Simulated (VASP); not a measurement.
Ca3H2Pt, 6 atoms in the cell. The structure is tetragonal, space group P4/mmm (No. 123). Conventional cell: a = 3.411 Å, b = 3.411 Å, c = 10.681 Å, α = 90.00°, β = 90.00°, γ = 90.00°. Ca (site symmetry 4mm) has 4 Pt at 2.94 Å and 6 Ca at 3.36 to 3.66 Å and 4 H at 3.46 Å within 3.9 Å. Ca (site symmetry 4/mmm) has 8 H at 2.68 Å and 4 Ca at 3.41 Å within 3.5 Å. H (site symmetry 4mm) has 1 H at 2.35 Å and 4 Ca at 2.68 Å within 3.1 Å. Pt (site symmetry 4/mmm) has 8 Ca at 2.94 Å and 4 Pt at 3.41 Å within 3.9 Å. The cell was built from a structure type or drawn by symmetry, and may not be a known phase.

* Program: VASP 6.6.1
* Task: relaxation of cell and atoms
* Functional: PBE
* Potentials or basis: VASP PAW PBE potentials, release 64 (Ca_sv, H, Pt)
* Cutoff: 600 eV
* k mesh: 12 × 12 × 4
* Occupations: gaussian, width 0.1 eV
* Spin: no spin polarisation
* Dipole correction: no
* Further INCAR settings: ALGO = Normal; EDIFF = 1e-06; IBRION = 2; EDIFFG = -0.01; NSW = 100; ISIF = 3

Potentials or basis: VASP PAW PBE potentials, release 64 (Ca_sv, H, Pt).

Run with:

```sh
$ cat potpaw_PBE.64/Ca_sv/POTCAR potpaw_PBE.64/H/POTCAR potpaw_PBE.64/Pt/POTCAR > POTCAR
$ mpirun -np 1 vasp_std > vasp.out
```

Hardware: 1 thread of Intel Xeon 8259CL, on a shared host.

Q: How long does it take, and how much memory?

A: Run time: 45 min on 1 thread of Intel Xeon 8259CL, with other jobs on the host, peak memory 0.5 GiB. Counts: scf iterations 71, k points 84, ion steps 8.
